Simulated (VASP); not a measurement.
# Hf: single point with LDA

Crystal: Hf.

```
Hf
1.0
     0.00000    2.20899    2.20899
     2.20899    0.00000    2.20899
     2.20899    2.20899    0.00000
Hf
1
Direct
  0.00000 0.00000 0.00000
```

This cell differs from its parent crystal: volume scaled by 1.04.

| Quantity | Value |
| --- | --- |
| Program | VASP 6.6.1 |
| Task | single point |
| Functional | LDA |
| Potentials or basis | VASP PAW LDA potentials, release 64 (Hf_pv) |
| Cutoff | 520 eV |
| k mesh | 14 × 14 × 14 |
| Occupations | fermi-dirac, width 0.1 eV |
| Spin | no spin polarisation |

```
Pressure               : -4.0 GPa
Band gap on the k mesh : zero (band 5 reaches 6.22 eV, above the bottom of band 6 at 4.20 eV)
```

Levels at points of the mesh, in eV from the Fermi level:
```csv
k point,band 1,band 2,band 3,band 4,band 5,band 6,band 7,band 8,band 9,band 10
"(0.00, 0.00, 0.00)",-29.73,-29.73,-29.73,-7.27,1.34,1.34,1.34,4.23,4.23,11.54
"(0.50, 0.00, 0.00)",-30.67,-29.85,-29.85,-3.74,0.86,1.10,1.10,6.47,6.47,9.78
"(0.50, 0.50, 0.00)",-30.61,-30.06,-30.06,-3.42,-2.29,2.86,6.47,7.15,7.15,10.28
```

Wall time 15 s on 1 thread of AMD EPYC 7R43 64-Core Processor (Zen 3) (shared host), peak memory 0.11 GiB.

Caveat: spin-orbit coupling is left out, which moves the levels of the heavy elements.
